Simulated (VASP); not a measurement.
# CoO (R3m) in VASP: notebook

Runs on CoO. Level: PBEsol. Tasks: single point.

Everything below comes from runs of VASP 6.6.1. Logs are shortened: lines on timing, memory, paths and dates and some standing lists are left out, and cuts for length are marked.

### 1 The cell of the first run

It takes space group R3m (No. 160, trigonal). The conventional cell has a = 3.204 Å, b = 3.204 Å, c = 7.699 Å, α = 90.00°, β = 90.00°, γ = 120.00°. Co (site symmetry 3m) has 4 O at 1.91 to 1.96 Å within 2.5 Å. Within 2.5 Å of O (site symmetry 3m) lie 4 Co at 1.91 to 1.96 Å.

### 2 Single point, PBEsol, collinear spin, antiferromagnetic start

INCAR

```
PREC     = Accurate       # precision mode
ENCUT    = 600            # plane-wave cutoff, eV
EDIFF    = 1E-6           # SCF threshold, eV
ISMEAR   = 0              # smearing method
SIGMA    = 0.1            # smearing width, eV
LREAL    = False          # projectors in reciprocal space
LASPH    = True           # aspherical terms in the spheres
NELM     = 200            # most SCF steps
ALGO     = Normal         # electronic algorithm
ISIF     = 2              # what is computed and relaxed
LWAVE    = False          # write WAVECAR
LCHARG   = False          # write CHGCAR
ISPIN    = 2              # spin polarisation
MAGMOM   = -2.22 2.22 -0.17 0.17 # initial moments
LORBIT   = 11             # projections on sites
LMAXMIX  = 4              # l up to which the mixer works
GGA      = PS             # functional
NBANDS   = 27             # bands
GGA_COMPAT= False
```

KPOINTS

```
regular mesh
0
Gamma
  1 1 1
```

POSCAR

```
CoO
1.0
    1.6022198417      0.9250420569      5.1329417806
   -1.6022198417      0.9250420569      5.1329417806
    0.0000000000     -1.8500841138      5.1329417806
Co O
2 2
Direct
    0.9994877300      0.9994877300      0.9994877300
    0.4994905900      0.4994905900      0.4994905900
    0.3754955300      0.3754955300      0.3754955300
    0.8755255000      0.8755255000      0.8755255000
```

Potentials or basis: VASP PAW PBE potentials, release 64 (Co, O).

Started as:

```console
$ cat potpaw_PBE.64/Co/POTCAR potpaw_PBE.64/O/POTCAR > POTCAR
$ mpirun -np 1 vasp_gam > vasp.out
```

OUTCAR:

```text
PREC = Accurate
   ENCUT = 600
   EDIFF = 1E-6
   ISMEAR = 0
   LREAL = False
   LASPH = True
   NELM = 200
   ISIF = 2
   ISPIN = 2
   LORBIT = 11
   GGA = PS

 ion  position               nearest neighbor table
   1  0.999  0.999  0.999-   4 1.91   3 1.96   3 1.96   3 1.96
   2  0.499  0.499  0.499-   3 1.91   4 1.96   4 1.96   4 1.96
   3  0.375  0.375  0.375-   2 1.91   1 1.96   1 1.96   1 1.96
   4  0.876  0.876  0.876-   1 1.91   2 1.96   2 1.96   2 1.96

  LATTYP: Found a trigonal (rhomboedric) cell.
 ALAT       =     5.4561802162
 COS(alpha) =     0.8275366594

  Lattice vectors:

 A1 = (   1.6022198417,   0.9250420569,   5.1329417806)
 A2 = (  -1.6022198417,   0.9250420569,   5.1329417806)
 A3 = (   0.0000000000,  -1.8500841138,   5.1329417806)

Analysis of symmetry for initial positions (statically):
=====================================================================
 Subroutine PRICEL returns:
 Original cell was already a primitive cell.

 Routine SETGRP: Setting up the symmetry group for a
 trigonal (rhombohedral) supercell.

 Subroutine GETGRP returns: Found  6 space group operations
 (whereof  6 operations were pure point group operations)
 out of a pool of 12 trial point group operations.

The static configuration has the point symmetry C_3v.

Analysis of symmetry for dynamics (positions and initial velocities):
=====================================================================
 Subroutine PRICEL returns:
 Original cell was already a primitive cell.

 Routine SETGRP: Setting up the symmetry group for a
 trigonal (rhombohedral) supercell.

 Subroutine GETGRP returns: Found  6 space group operations
 (whereof  6 operations were pure point group operations)
 out of a pool of 12 trial point group operations.

The dynamic configuration has the point symmetry C_3v.

Analysis of structural, dynamic, and magnetic symmetry:
=====================================================================
 Subroutine PRICEL returns:
 Original cell was already a primitive cell.

 Routine SETGRP: Setting up the symmetry group for a
 trigonal (rhombohedral) supercell.

 Subroutine GETGRP returns: Found  6 space group operations
 (whereof  6 operations were pure point group operations)
 out of a pool of 12 trial point group operations.

The overall configuration has the point symmetry C_3v.

 Subroutine INISYM returns: Found  6 space group operations
 (whereof  6 operations are pure point group operations),
 and found     1 'primitive' translations

----------------------------------------------------------------------------------------

                                     Primitive cell

  volume of cell :      45.6458

  direct lattice vectors                    reciprocal lattice vectors
     1.602219842  0.925042057  5.132941781     0.312067038  0.180171988  0.064940018
    -1.602219842  0.925042057  5.132941781    -0.312067038  0.180171988  0.064940018
     0.000000000 -1.850084114  5.132941781     0.000000000 -0.360343977  0.064940018

  length of vectors
     5.456180216  5.456180216  5.456180216     0.366148860  0.366148860  0.366148860

  position of ions in fractional coordinates (direct lattice)
     0.999487730  0.999487730  0.999487730
     0.499490590  0.499490590  0.499490590
     0.375495530  0.375495530  0.375495530
     0.875525500  0.875525500  0.875525500

  ion indices of the primitive-cell ions
   primitive index   ion index
                 1           1
                 2           2
                 3           3
                 4           4

----------------------------------------------------------------------------------------

 KPOINTS: regular mesh

Automatic generation of k-mesh.
 Grid dimensions read from file:
 generate k-points for:    1    1    1

 Generating k-lattice:

  Cartesian coordinates                     Fractional coordinates (reciprocal lattice)
     0.312067038  0.180171988  0.064940018     1.000000000  0.000000000  0.000000000
    -0.312067038  0.180171988  0.064940018     0.000000000  1.000000000  0.000000000
     0.000000000 -0.360343977  0.064940018     0.000000000  0.000000000  1.000000000

  Length of vectors
     0.366148860  0.366148860  0.366148860

  Shift w.r.t. Gamma in fractional coordinates (k-lattice)
     0.000000000  0.000000000  0.000000000

 Subroutine IBZKPT returns following result:
 ===========================================

 Found      1 irreducible k-points:

 Following reciprocal coordinates:
            Coordinates               Weight
  0.000000  0.000000  0.000000      1.000000
   k-points           NKPTS =      1   k-points in BZ     NKDIM =      1   number of bands    NBANDS=     27
   number of dos      NEDOS =    301   number of ions     NIONS =      4
   total plane-waves  NPLWV = 110592
   dimension x,y,z NGX =    48 NGY =   48 NGZ =   48
   dimension x,y,z NGXF=    96 NGYF=   96 NGZF=   96
   ions per type =               2   2
   NGX,Y,Z   is equivalent  to a cutoff of  14.63, 14.63, 14.63 a.u.
   NGXF,Y,Z  is equivalent  to a cutoff of  29.25, 29.25, 29.25 a.u.
 SYSTEM =  unknown system
   PREC   = accura    normal or accurate (medium, high low for compatibility)
   ISTART =      0    job   : 0-new  1-cont  2-samecut
   ICHARG =      2    charge: 1-file 2-atom 10-const
   ISPIN  =      2    spin polarized calculation?
   LNONCOLLINEAR =      F non collinear calculations
   LSORBIT =      F    spin-orbit coupling
   LASPH  =      T    aspherical Exc in radial PAW
   ENCUT  =  600.0 eV  44.10 Ry    6.64 a.u.  10.90 10.90 10.90*2*pi/ulx,y,z
   NELM   =    200;   NELMIN=  2; NELMDL= -5     # of ELM steps
   EDIFF  = 0.1E-05   stopping-criterion for ELM
   LREAL  =      F    real-space projection
   EDIFFG = 0.1E-04   stopping-criterion for IOM
   NSW    =      0    number of steps for IOM
   IBRION =     -1    ionic relax: 0-MD 1-quasi-New 2-CG
   NFREE  =      0    steps in history (QN), initial steepest desc. (CG)
   ISIF   =      2    stress and relaxation
   ISYM   =      2    0-nonsym 1-usesym 2-fastsym
   POTIM  = 0.5000    time-step for ionic-motion
   TEBEG  =    0.0;   TEEND  =   0.0 temperature during run
   PSTRESS=    0.0 pullay stress
   NELECT =      30.0000    total number of electrons
   NUPDOWN=      -1.0000    fix difference up-down
   EMIN   =  10.00;   EMAX   =-10.00  energy-range for DOS
   EFERMI =   0.00;   METHOD = LEGACY
   ISMEAR =     0;   SIGMA  =   0.10  broadening in eV -4-tet -1-fermi 0-gaus
   EFERMI_NEDOS =   21; number of points for ismear=-14 and -15
   IALGO  =     38    algorithm
   IMIX   =      4    mixing-type and parameters
     AMIX     =   0.40;   BMIX     =  1.00
     AMIX_MAG =   1.60;   BMIX_MAG =  1.00
  volume/ion in A,a.u.               =      11.41        77.01
  Fermi-wavevector in a.u.,A,eV,Ry     =   1.423360  2.689761 27.564786  2.025955
  Thomas-Fermi vector in A             =   2.543966
   LORBIT       =     11    0 simple, 1 ext, 2 COOP (PROOUT), +10 PAW based schemes
   GGA     = PS    functional components
   LHFCALC =     F    Hartree Fock is set to
   AEXX    =    0.0000 exact exchange contribution
   IVDW    =     0    specifies the selected vdW correction
   LEPSILON=     F    determine dielectric tensor
   LRPA    =     F    only Hartree local field effects (RPA)
 spin polarized calculation
 Gauss-broadening in eV      SIGMA  =   0.10
  energy-cutoff  :      600.00
  volume of cell :       45.65
 maximum number of plane-waves:       755
 NGX is ok and might be reduce to    42
   NGX = 21   NGY = 21   NGZ = 21

 number of electron      30.0000000 magnetization      -0.0016585

 number of electron      30.0000000 magnetization       0.0032697

 Free energy of the ion-electron system (eV)
  ---------------------------------------------------
  ext. energy  EPLUGINS =         0.00000000
  ---------------------------------------------------
  free energy    TOTEN  =       -25.08432573 eV

  energy without entropy =      -24.96169258  energy(sigma->0) =      -25.02300916

 E-fermi :   6.2205     XC(G=0): -11.4120

 val. band max:        6.1528098374   @ k =   0.0000   0.0000   0.0000
 cond. band min:       6.2503224715   @ k =   0.0000   0.0000   0.0000
 fundamental gap:      0.0975126340
 Fermi energy:         6.2205121307

 spin component 1

 k-point     1 :       0.0000    0.0000    0.0000
  band No.  band energies     occupation
      1     -13.9654      1.00000
      2     -12.9686      1.00000
      3      -0.9513      1.00000
      4       0.1117      1.00000
      5       0.1117      1.00000
      6       0.3723      1.00000
      7       1.1776      1.00000
      8       1.1776      1.00000
      9       4.6028      1.00000
     10       4.6028      1.00000
     11       4.8914      1.00000
     12       5.5307      1.00000
     13       5.5307      1.00000
     14       6.1522      0.83307
     15       6.1522      0.83307
     16       6.2503      0.33667
     17       8.0231      0.00000
     18       8.2436      0.00000
     19       8.2436      0.00000
     20      11.8087      0.00000
     21      13.4686      0.00000
     22      19.5836      0.00000
     23      19.5836      0.00000
     24      20.1230      0.00000
     25      20.1230      0.00000
     26      20.7108      0.00000
     27      23.2445      0.00000
 Fermi energy:         6.2205121307

 spin component 2

 k-point     1 :       0.0000    0.0000    0.0000
  band No.  band energies     occupation
      1     -13.9665      1.00000
      2     -12.9664      1.00000
      3      -0.9514      1.00000
      4       0.1098      1.00000
      5       0.1098      1.00000
      6       0.3728      1.00000
      7       1.1810      1.00000
      8       1.1810      1.00000
      9       4.6038      1.00000
     10       4.6038      1.00000
     11       4.8927      1.00000
     12       5.5326      1.00000
     13       5.5326      1.00000
     14       6.1528      0.83083
     15       6.1528      0.83083
     16       6.2505      0.33554
     17       8.0238      0.00000
     18       8.2453      0.00000
     19       8.2453      0.00000
     20      11.8090      0.00000
     21      13.4687      0.00000
     22      19.5839      0.00000
     23      19.5839      0.00000
     24      20.1233      0.00000
     25      20.1233      0.00000
     26      20.7108      0.00000
     27      23.2444      0.00000

------------------------ aborting loop because EDIFF is reached ----------------------------------------

  FORCE on cell =-STRESS in cart. coord.  units (eV):
  Direction    XX          YY          ZZ          XY          YZ          ZX
  --------------------------------------------------------------------------------------
  -------------------------------------------------------------------------------------
  Total       -0.5807965     -0.5807965     -2.8733149      0.0000000      0.0000000      0.0000000
  in kB      -20.3860648    -20.3860648   -100.8538849      0.0000000      0.0000000      0.0000000
  external PRESSURE =     -47.2086715 kB  Pullay stress =       0.0000000 kB

 VOLUME and BASIS-vectors are now :
 -----------------------------------------------------------------------------
  energy-cutoff  :      600.00
  volume of cell :       45.65
      direct lattice vectors                 reciprocal lattice vectors
     1.602219842  0.925042057  5.132941781     0.312067038  0.180171988  0.064940018
    -1.602219842  0.925042057  5.132941781    -0.312067038  0.180171988  0.064940018
     0.000000000 -1.850084114  5.132941781     0.000000000 -0.360343977  0.064940018

 POSITION                                       TOTAL-FORCE (eV/Angst)
 -----------------------------------------------------------------------------------
      0.00000      0.00000     15.39094         0.000000      0.000000     -2.426817
      0.00000      0.00000      7.69157         0.000000      0.000000     -2.430352
      0.00000      0.00000      5.78219         0.000000     -0.000000      2.431060
      0.00000      0.00000     13.48206         0.000000      0.000000      2.426108
 -----------------------------------------------------------------------------------
    total drift:                               -0.000000     -0.000000     -0.000345

  FREE ENERGIE OF THE ION-ELECTRON SYSTEM (eV)
  ---------------------------------------------------
  free  energy   TOTEN  =       -25.0843257301 eV

  energy  without entropy=      -24.9616925847  energy(sigma->0) =      -25.02300916

 total charge

# of ion       s       p       d       tot
------------------------------------------
    1        0.344   0.278   7.451   8.073
    2        0.344   0.278   7.450   8.072
    3        1.539   3.430   0.000   4.969
    4        1.539   3.430   0.000   4.969
--------------------------------------------------
tot          3.765   7.417  14.901  26.083

 magnetization (x)

# of ion       s       p       d       tot
------------------------------------------
    1       -0.008  -0.031  -1.704  -1.743
    2        0.009   0.031   1.707   1.746
    3       -0.012  -0.421   0.000  -0.434
    4        0.012   0.422   0.000   0.435
--------------------------------------------------
tot          0.001   0.001   0.003   0.005
```

It took 45 s on 1 thread of Intel Xeon Platinum 8375C at 2.90GHz (Ice Lake), shared host; peak memory 0.39 GiB.

What came out:

```yaml
Free_energy: -25.0843 eV
Pressure: -4.7 GPa
Largest_force: 2.431 eV/Å
Net_moment: 0.00 μB per cell
Site_moments: Co -1.74, +1.75; O -0.43, +0.43 μB
Valence_electrons_inside_the_program's_atomic_spheres: Co 8.07; O 4.97
```

Forces in eV/Å, atoms in the order of the input:
```
Co   0.000  0.000 -2.427
Co   0.000  0.000 -2.430
O    0.000  0.000  2.431
O    0.000  0.000  2.426
```

Stress tensor (GPa, compression positive):
```
 -2.04   0.00   0.00
  0.00  -2.04   0.00
  0.00   0.00 -10.09
```

Levels at points of the mesh, in eV from the Fermi level:
Spin up:
| k point | band 11 | band 12 | band 13 | band 14 | band 15 | band 16 | band 17 | band 18 | band 19 | band 20 |
| --- | --- | --- | --- | --- | --- | --- | --- | --- | --- | --- |
| (0.00, 0.00, 0.00) | -1.33 | -0.69 | -0.69 | -0.07 | -0.07 | 0.03 | 1.80 | 2.02 | 2.02 | 5.59 |
Spin down:
| k point | band 11 | band 12 | band 13 | band 14 | band 15 | band 16 | band 17 | band 18 | band 19 | band 20 |
| --- | --- | --- | --- | --- | --- | --- | --- | --- | --- | --- |
| (0.00, 0.00, 0.00) | -1.33 | -0.69 | -0.69 | -0.07 | -0.07 | 0.03 | 1.80 | 2.02 | 2.02 | 5.59 |

Caveat: the k points lie up to 2.30 Å⁻¹ apart; the PAW data sets were made with another functional, which shifts forces and pressure a little; semilocal functionals often make such compounds metallic where correlation or magnetic order opens a gap, which also shifts bond lengths.

(Continued in part 2 of 2.)
